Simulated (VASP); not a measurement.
Set up this calculation in VASP 6.6.1, as the native input.

* Task: single point
* Functional: PBE
* Potentials or basis: VASP PAW PBE potentials, release 64 (Cr_pv)
* Cutoff: 520 eV
* k mesh: 12 × 12 × 12
* Occupations: fermi-dirac, width 0.05 eV
* Spin: collinear spin, antiferromagnetic start
* Starting moments: [1.011, -1.011] μB
* Dipole correction: no
* Further INCAR settings: ALGO = Normal; EDIFF = 1e-06; NBANDS = 23

The structure of Cr lies in POSCAR:

```
Cr
1.0
    2.7452450345      0.0000000000      0.0000000000
    0.0000000000      2.7452450345      0.0000000000
    0.0000000000      0.0000000000      2.7471123070
Cr
2
Direct
    1.0000000000      0.0000000000      0.0000000000
    0.5000000000      0.5000000000      0.5000000000
```

These files were run (other wordings do the same):

INCAR

```
SYSTEM = Cr
PREC = Accurate
ENCUT = 520
EDIFF = 1E-6
ISMEAR = -1
SIGMA = 0.05
LREAL = .FALSE.
LASPH = .TRUE.
NELM = 150
ALGO = Normal
ISIF = 2
LWAVE = .FALSE.
LCHARG = .FALSE.
ISPIN = 2
MAGMOM = 1.011 -1.011
LORBIT = 11
LMAXMIX = 4
GGA = PE
NBANDS = 23
```

KPOINTS

```
Automatic mesh
0
G
  12 12 12
  0 0 0
```

Potentials or basis: VASP PAW PBE potentials, release 64 (Cr_pv).

Launch:

```sh
$ cat potpaw_PBE.64/Cr_pv/POTCAR > POTCAR
$ mpirun -np 1 vasp_std > vasp.out
```

Results of the run:

```json
{
 "Pressure": "34.8 GPa",
 "Band gap on the k mesh": "zero (filled and empty bands overlap)",
 "Net moment": "0.00 μB per cell",
 "Valence electrons inside the program's atomic spheres": "Cr 11.32"
}
```

Caveat: the cell stands under pressure; an empty level that is flat over the whole mesh can mark a ghost state of the potentials, or a narrow d or f band; the moments typed at the start vanished in this run.

Run time: 97 s on 1 thread of Intel(R) Xeon(R) Platinum 8559C (Emerald Rapids), on a shared host, peak memory 0.23 GiB.
